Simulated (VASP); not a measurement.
# WC (P-6m2) in VASP: a series of runs

The runs below take WC through single point, with PBE, LDA.

Everything below comes from runs of VASP 6.6.1. Logs are shortened: lines on timing, memory, paths and dates and some standing lists are left out, and cuts for length are marked.

## 1. The cell of the first run

Symmetry: P-6m2, No. 187, hexagonal system. The conventional cell has a = 2.922 Å, b = 2.922 Å, c = 2.847 Å, α = 90.00°, β = 90.00°, γ = 120.00°. W (site symmetry -6m2) has 6 C at 2.21 Å and 8 W at 2.85 to 2.92 Å within 3.0 Å. C (site symmetry -6m2) has 6 W at 2.21 Å and 8 C at 2.85 to 2.92 Å within 3.0 Å.

## 2. Single point, PBE

Input file INCAR:

```
SYSTEM = WC
  ALGO = Normal
  EDIFF = 1E-6
  ENCUT = 1300
  GGA = PE
  GGA_COMPAT = .FALSE.
  ISIF = 2
  ISMEAR = -1
  LASPH = .TRUE.
  LCHARG = .FALSE.
  LREAL = .FALSE.
  LWAVE = .FALSE.
  NBANDS = 16
  NELM = 120
  PREC = Accurate
  SIGMA = 0.1
```

Input file KPOINTS:

```
k-points
0
G
  12 12 11
  0 0 0
```

Input file POSCAR:

```
WC
1.0
    2.9222670930      0.0000000000      0.0000000000
   -1.4611335465      2.5307575392      0.0000000000
    0.0000000000      0.0000000000      2.8468186481
W C
1 1
Direct
    0.0000000000      0.0000000000      0.0000000000
    0.6666666667      0.3333333333      0.5000000000
```

Potentials or basis: VASP PAW PBE potentials, release 64 (W_sv, C_h).

Command:

```sh
cat potpaw_PBE.64/W_sv/POTCAR potpaw_PBE.64/C_h/POTCAR > POTCAR
mpirun -np 1 vasp_std > vasp.out
```

OUTCAR:

```text
SYSTEM = WC
   EDIFF = 1E-6
   ENCUT = 1300
   GGA = PE
   ISIF = 2
   ISMEAR = -1
   LASPH = .TRUE.
   LREAL = .FALSE.
   NELM = 120
   PREC = Accurate

 ion  position               nearest neighbor table
   1  0.000  0.000  0.000-   2 2.21   2 2.21   2 2.21   2 2.21   2 2.21   2 2.21
   2  0.667  0.333  0.500-   1 2.21   1 2.21   1 2.21   1 2.21   1 2.21   1 2.21

  LATTYP: Found a hexagonal cell.
 ALAT       =     2.9222670930
 C/A-ratio  =     0.9741815370

  Lattice vectors:

 A1 = (   2.9222670930,   0.0000000000,   0.0000000000)
 A2 = (  -1.4611335465,   2.5307575392,   0.0000000000)
 A3 = (   0.0000000000,   0.0000000000,   2.8468186481)

Analysis of symmetry for initial positions (statically):
=====================================================================
 Subroutine PRICEL returns:
 Original cell was already a primitive cell.

 Routine SETGRP: Setting up the symmetry group for a
 hexagonal supercell.

 Subroutine GETGRP returns: Found 12 space group operations
 (whereof 12 operations were pure point group operations)
 out of a pool of 24 trial point group operations.

The static configuration has the point symmetry D_3h.

Analysis of symmetry for dynamics (positions and initial velocities):
=====================================================================
 Subroutine PRICEL returns:
 Original cell was already a primitive cell.

 Routine SETGRP: Setting up the symmetry group for a
 hexagonal supercell.

 Subroutine GETGRP returns: Found 12 space group operations
 (whereof 12 operations were pure point group operations)
 out of a pool of 24 trial point group operations.

The dynamic configuration has the point symmetry D_3h.

 Subroutine INISYM returns: Found 12 space group operations
 (whereof 12 operations are pure point group operations),
 and found     1 'primitive' translations

----------------------------------------------------------------------------------------

                                     Primitive cell

  volume of cell :      21.0538

  direct lattice vectors                    reciprocal lattice vectors
     2.922267093  0.000000000  0.000000000     0.342200069  0.197569302  0.000000000
    -1.461133546  2.530757539  0.000000000     0.000000000  0.395138604  0.000000000
     0.000000000  0.000000000  2.846818648     0.000000000  0.000000000  0.351269302

  length of vectors
     2.922267093  2.922267093  2.846818648     0.395138604  0.395138604  0.351269302

  position of ions in fractional coordinates (direct lattice)
     0.000000000  0.000000000  0.000000000
     0.666666667  0.333333333  0.500000000

  ion indices of the primitive-cell ions
   primitive index   ion index
                 1           1
                 2           2

----------------------------------------------------------------------------------------

 KPOINTS: k-points

Automatic generation of k-mesh.
 Grid dimensions read from file:
 generate k-points for:   12   12   11

 Generating k-lattice:

  Cartesian coordinates                     Fractional coordinates (reciprocal lattice)
     0.028516672  0.016464108  0.000000000     0.083333333  0.000000000  0.000000000
     0.000000000  0.032928217  0.000000000     0.000000000  0.083333333  0.000000000
     0.000000000  0.000000000  0.031933573     0.000000000  0.000000000  0.090909091

  Length of vectors
     0.032928217  0.032928217  0.031933573

  Shift w.r.t. Gamma in fractional coordinates (k-lattice)
     0.000000000  0.000000000  0.000000000

 Subroutine IBZKPT returns following result:
 ===========================================

 Found    114 irreducible k-points:

 Following reciprocal coordinates:
            Coordinates               Weight
  0.000000  0.000000  0.000000      1.000000
  0.083333  0.000000  0.000000      6.000000
  0.166667  0.000000  0.000000      6.000000
  0.250000  0.000000  0.000000      6.000000
  0.333333  0.000000  0.000000      6.000000
  0.416667 -0.000000  0.000000      6.000000
[... 16 lines left out ...]
  0.250000  0.000000  0.090909     12.000000
  0.333333  0.000000  0.090909     12.000000
 [... further k-points ...]
   k-points           NKPTS =    114   k-points in BZ     NKDIM =    114   number of bands    NBANDS=     16
   number of dos      NEDOS =    301   number of ions     NIONS =      2
   total plane-waves  NPLWV =  46656
   dimension x,y,z NGX =    36 NGY =   36 NGZ =   36
   dimension x,y,z NGXF=    72 NGYF=   72 NGZF=   72
   ions per type =               1   1
   NGX,Y,Z   is equivalent  to a cutoff of  20.48, 20.48, 21.02 a.u.
   NGXF,Y,Z  is equivalent  to a cutoff of  40.96, 40.96, 42.05 a.u.
 SYSTEM =  WC
   PREC   = accura    normal or accurate (medium, high low for compatibility)
   ISTART =      0    job   : 0-new  1-cont  2-samecut
   ICHARG =      2    charge: 1-file 2-atom 10-const
   ISPIN  =      1    spin polarized calculation?
   LNONCOLLINEAR =      F non collinear calculations
   LSORBIT =      F    spin-orbit coupling
   LASPH  =      T    aspherical Exc in radial PAW
   ENCUT  = 1300.0 eV  95.55 Ry    9.77 a.u.   8.59  8.59  8.37*2*pi/ulx,y,z
   NELM   =    120;   NELMIN=  2; NELMDL= -5     # of ELM steps
   EDIFF  = 0.1E-05   stopping-criterion for ELM
   LREAL  =      F    real-space projection
   EDIFFG = 0.1E-04   stopping-criterion for IOM
   NSW    =      0    number of steps for IOM
   IBRION =     -1    ionic relax: 0-MD 1-quasi-New 2-CG
   NFREE  =      0    steps in history (QN), initial steepest desc. (CG)
   ISIF   =      2    stress and relaxation
   ISYM   =      2    0-nonsym 1-usesym 2-fastsym
   POTIM  = 0.5000    time-step for ionic-motion
   TEBEG  =    0.0;   TEEND  =   0.0 temperature during run
   PSTRESS=    0.0 pullay stress
   NELECT =      18.0000    total number of electrons
   NUPDOWN=      -1.0000    fix difference up-down
   EMIN   =  10.00;   EMAX   =-10.00  energy-range for DOS
   EFERMI =   0.00;   METHOD = LEGACY
   ISMEAR =    -1;   SIGMA  =   0.10  broadening in eV -4-tet -1-fermi 0-gaus
   EFERMI_NEDOS =   21; number of points for ismear=-14 and -15
   IALGO  =     38    algorithm
   IMIX   =      4    mixing-type and parameters
     AMIX     =   0.40;   BMIX     =  1.00
     AMIX_MAG =   1.60;   BMIX_MAG =  1.00
  volume/ion in A,a.u.               =      10.53        71.04
  Fermi-wavevector in a.u.,A,eV,Ry     =   1.553778  2.936214 32.847532  2.414225
  Thomas-Fermi vector in A             =   2.657959
   LORBIT       =      0    0 simple, 1 ext, 2 COOP (PROOUT), +10 PAW based schemes
   GGA     = PE    functional components
   LHFCALC =     F    Hartree Fock is set to
   AEXX    =    0.0000 exact exchange contribution
   IVDW    =     0    specifies the selected vdW correction
   LEPSILON=     F    determine dielectric tensor
   LRPA    =     F    only Hartree local field effects (RPA)
 non-spin polarized calculation
  energy-cutoff  :     1300.00
  volume of cell :       21.05
 maximum number of plane-waves:      2284
 NGX is ok and might be reduce to    36
   NGX = 17   NGY = 17   NGZ = 17

 number of electron      18.0000000 magnetization

 Free energy of the ion-electron system (eV)
  ---------------------------------------------------
  ext. energy  EPLUGINS =         0.00000000
  ---------------------------------------------------
  free energy    TOTEN  =       -22.46189241 eV

  energy without entropy =      -22.45365382  energy(sigma->0) =      -22.45777311

 E-fermi :  11.2148     XC(G=0): -13.7536

 val. band max:       11.1304304525   @ k =   0.5000   0.0000   0.3636
 cond. band min:      11.2782149775   @ k =   0.0000   0.0000   0.0909
 fundamental gap:      0.1477845251
 Fermi energy:        11.2148477157

 k-point     1 :       0.0000    0.0000    0.0000
  band No.  band energies     occupation
      1     -62.8338      2.00000
      2     -26.8111      2.00000
      3     -26.7195      2.00000
      4     -26.7195      2.00000
      5      -3.1406      2.00000
      6       6.9721      2.00000
[... 8 lines left out ...]
     15      25.4144      0.00000
     16      27.7921      0.00000

 k-point     2 :       0.0833    0.0000    0.0000
  band No.  band energies     occupation
      1     -62.8302      2.00000
      2     -26.8041      2.00000
      3     -26.7737      2.00000
      4     -26.7318      2.00000
      5      -2.9623      2.00000
      6       7.0125      2.00000
[... 8 lines left out ...]
     15      25.0765      0.00000
     16      28.1678      0.00000

 k-point     3 :       0.1667    0.0000    0.0000
  band No.  band energies     occupation
      1     -62.8203      2.00000
      2     -26.9194      2.00000
      3     -26.7852      2.00000
      4     -26.7652      2.00000
      5      -2.4580      2.00000
      6       6.5844      2.00000
[... 8 lines left out ...]
     15      24.7763      0.00000
     16      29.2003      0.00000

 k-point     4 :       0.2500    0.0000    0.0000
  band No.  band energies     occupation
      1     -62.8068      2.00000
      2     -27.1136      2.00000
      3     -26.8105      2.00000
      4     -26.7591      2.00000
      5      -1.7151      2.00000
      6       5.7543      2.00000
[... 8 lines left out ...]
     15      25.1317      0.00000
     16      29.3552      0.00000
[... 324 lines left out ...]
 k-point    22 :       0.1667    0.0000    0.0909
  band No.  band energies     occupation
      1     -62.8173      2.00000
      2     -26.9142      2.00000
      3     -26.8423      2.00000
      4     -26.7599      2.00000
      5      -2.2810      2.00000
      6       6.6691      2.00000
[... 8 lines left out ...]
     15      24.6560      0.00000
     16      29.0851      0.00000

 k-point    23 :       0.2500    0.0000    0.0909
  band No.  band energies     occupation
      1     -62.8038      2.00000
      2     -27.1069      2.00000
      3     -26.8157      2.00000
      4     -26.8049      2.00000
      5      -1.5665      2.00000
      6       5.8254      2.00000
[... 8 lines left out ...]
     15      24.7905      0.00000
     16      28.7892      0.00000

 k-point    24 :       0.3333    0.0000    0.0909
  band No.  band energies     occupation
      1     -62.7903      2.00000
      2     -27.2949      2.00000
      3     -26.8496      2.00000
      4     -26.7884      2.00000
      5      -0.7653      2.00000
      6       5.0195      2.00000
[... 8 lines left out ...]
     15      25.4097      0.00000
     16      27.7399      0.00000

 [... further k-points ...]

------------------------ aborting loop because EDIFF is reached ----------------------------------------

  FORCE on cell =-STRESS in cart. coord.  units (eV):
  Direction    XX          YY          ZZ          XY          YZ          ZX
  --------------------------------------------------------------------------------------
  -------------------------------------------------------------------------------------
  Total        0.1169727      0.1169727      0.1463703      0.0000000     -0.0000000      0.0000000
  in kB        8.9015376      8.9015376     11.1386726      0.0000000     -0.0000000      0.0000000
  external PRESSURE =       9.6472493 kB  Pullay stress =       0.0000000 kB

 VOLUME and BASIS-vectors are now :
 -----------------------------------------------------------------------------
  energy-cutoff  :     1300.00
  volume of cell :       21.05
      direct lattice vectors                 reciprocal lattice vectors
     2.922267093  0.000000000  0.000000000     0.342200069  0.197569302  0.000000000
    -1.461133546  2.530757539  0.000000000     0.000000000  0.395138604  0.000000000
     0.000000000  0.000000000  2.846818648     0.000000000  0.000000000  0.351269302

 POSITION                                       TOTAL-FORCE (eV/Angst)
 -----------------------------------------------------------------------------------
      0.00000      0.00000      0.00000         0.000000      0.000000      0.000000
      1.46113      0.84359      1.42341        -0.000000     -0.000000      0.000000
 -----------------------------------------------------------------------------------
    total drift:                               -0.000000      0.000000      0.000000

  FREE ENERGIE OF THE ION-ELECTRON SYSTEM (eV)
  ---------------------------------------------------
  free  energy   TOTEN  =       -22.4618924083 eV

  energy  without entropy=      -22.4536538186  energy(sigma->0) =      -22.45777311
```

It took 46 s on 1 thread of Intel Xeon 6975P-C (Granite Rapids), shared host; peak memory 0.32 GiB.

What came out:

```
Free energy            : -22.4619 eV
Pressure               : 1.0 GPa
Band gap on the k mesh : zero (bands 9 and 10 overlap by 1.17 eV)
```

Caveat: spin-orbit coupling is left out, which moves the levels of the heavy elements.

## 3. Single point, LDA

This run uses another cell than the first one, of 10.13 Å³/atom.

Input file INCAR:

```
ALGO = Normal
EDIFF = 1E-6
ENCUT = 1300
GGA = CA
GGA_COMPAT = False
ISIF = 2
ISMEAR = -1
LASPH = True
LCHARG = False
LREAL = False
LWAVE = False
NBANDS = 16
NELM = 120
PREC = Accurate
SIGMA = 0.1
```

Input file KPOINTS:

```
k-points
0
Gamma
  12 12 11
```

Input file POSCAR:

```
WC
1.0
    2.8845955516      0.0000000000      0.0000000000
   -1.4422977758      2.4981330273      0.0000000000
    0.0000000000      0.0000000000      2.8125686184
W C
1 1
Direct
    0.0000000000      0.0000000000      0.0000000000
    0.6666666667      0.3333333333      0.5000000000
```

Potentials or basis: VASP PAW LDA potentials, release 64 (W_sv, C_h).

Command:

```sh
cat potpaw_LDA.64/W_sv/POTCAR potpaw_LDA.64/C_h/POTCAR > POTCAR
mpirun -np 1 vasp_std > vasp.out
```

Wall time 84 s (1 thread of Intel Xeon Platinum 8259CL at 2.50GHz (Skylake/Cascade Lake), shared host); peak memory 0.29 GiB.

The run converged. Its results:

* Free energy: -24.7126 eV
* Pressure: 2.4 GPa
* Band gap on the k mesh: zero (bands 9 and 10 overlap by 1.20 eV)

Stress tensor (GPa, compression positive):
```
2.28 0.00 0.00
0.00 2.28 0.00
0.00 0.00 2.69
```

Levels at points of the mesh, in eV from the Fermi level:
| k point | band 7 | band 8 | band 9 | band 10 | band 11 | band 12 |
| --- | --- | --- | --- | --- | --- | --- |
| (0.00, 0.00, 0.00) | -3.47 | -3.47 | 0.10 | 3.27 | 3.27 | 5.71 |
| (0.50, 0.00, 0.00) | -3.75 | -3.71 | -0.48 | 2.34 | 4.61 | 4.99 |

Caveat: spin-orbit coupling is left out, which moves the levels of the heavy elements.

The gap in the log of VASP goes by the Fermi energy; the results here count the filled bands.